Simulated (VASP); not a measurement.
Here is a VASP 6.6.1 calculation.

INCAR

```
PREC = Accurate
ENCUT = 520
EDIFF = 1E-6
ISMEAR = 0
SIGMA = 0.15
LREAL = False
LASPH = True
NELM = 100
ALGO = Normal
ISIF = 2
LWAVE = False
LCHARG = False
GGA = PS
NBANDS = 8
```

KPOINTS

```
regular mesh
0
Gamma
  21 21 20
```

File POSCAR:

```
Si
1.0
    2.6598509571      0.0000000000      0.0000000000
   -1.3299254786      2.3034984991      0.0000000000
    0.0000000000      0.0000000000      2.5403450217
Si
1
Direct
    0.0000000000      0.0000000000      0.0000000000
```

Potentials or basis: VASP PAW PBE potentials, release 64 (Si).

Run with:

```bash
$ cat potpaw_PBE.64/Si/POTCAR > POTCAR
$ mpirun -np 1 vasp_std > vasp.out
```

(1) What does it give for the band gap on the k mesh?

(2) Estimate the pressure.

Results:

(1) zero (band 2 reaches 16.05 eV, above the bottom of band 3 at 4.61 eV).

(2) -5.4 GPa.

Caveat: the cell differs from its parent crystal (strain +0.015 along x and y, +0.030 along z); the PAW data sets were made with another functional, which shifts forces and pressure a little.
